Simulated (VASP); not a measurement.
The system is KCl.

```xyz
2
Lattice="0.0000 3.1561 3.1561 3.1561 0.0000 3.1561 3.1561 3.1561 0.0000" Properties=species:S:1:pos:R:3 pbc="T T T"
K     0.0000    0.0000    0.0000
Cl    3.1561    3.1561    3.1561
```

* Program: VASP 6.6.1
* Task: relaxation of cell and atoms
* Functional: PBE
* Potentials or basis: VASP PAW PBE potentials, release 64 (K_sv, Cl)
* Cutoff: 600 eV
* k mesh: 6 × 6 × 6
* Occupations: gaussian, width 0.02 eV
* Spin: no spin polarisation

At the start: pressure 0.6 GPa; volume 31.44 Å³/atom.

**Question.** Where does the relaxation end?

**Answer.** Over 3 steps the energy falls by 2.2 meV/atom and the volume is 32.62 Å³/atom (+3.8 %); space group Fm-3m (No. 225, to 0.1 Å) before and after.

The path:
```
step  energy change (eV)  largest force (eV/Å)  pressure (GPa)  volume (Å³)
   1              0.0000                0.0000            0.64        62.88
   2             -0.0033                0.0000            0.30        64.02
   3             -0.0044                0.0000           -0.02        65.24
```

Final structure:
```yaml
crystal:
  lattice:
    - [0.00000, 3.19519, 3.19519]
    - [3.19519, 0.00000, 3.19519]
    - [3.19519, 3.19519, 0.00000]
  atoms:
    - { symbol: K, position: [0.00000, 0.00000, 0.00000] }
    - { symbol: Cl, position: [0.50000, 0.50000, 0.50000] }
```
